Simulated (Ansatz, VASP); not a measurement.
AlNi: VASP beside Ansatz

```xyz
2
Lattice="1.9470 -1.9470 0.0000 2.0212 2.0211 0.0000 0.0000 0.0000 2.8689" Properties=species:S:1:pos:R:3 pbc="T T T"
Al    0.0000    0.0000    0.0000
Ni    1.9841    0.0371    1.4344
```

Change from the starting cell: normal strain along x -0.0367, normal strain along y +0.0000.

Alike in both runs: task single point; functional PBEsol; k mesh 16 × 16 × 16; occupations gaussian, width 0.15 eV; no spin polarisation.

```csv
,VASP,Ansatz
version,VASP 6.6.1,Ansatz 0.2.0
potentials or method,"VASP PAW PBE potentials, release 64 (Al, Ni), cutoff 520 eV","scalar-relativistic, plane waves, PAW"
valence electrons in the cell,13,21
```

```csv
,VASP,Ansatz,Ansatz less VASP
gap on the k mesh at the Fermi level (eV),none,none,-
pressure (GPa),7.3,7.1,-0.13
"traceless stress, the component that is largest in VASP (GPa)",-2.09,-2.04,+0.053
```

VASP's potentials were made for PBE, not for PBEsol, and Ansatz warns of the same on its side. A gap of «none» marks a metal or a gap that the smearing closes. With one functional, cell and mesh, what is left measures potentials, basis and numerics. VASP's potentials hold 13 valence electrons a cell and Ansatz's 21, so a difference there can come from the potentials and not from the codes. Ansatz's warnings: near symmetry operations not taken.
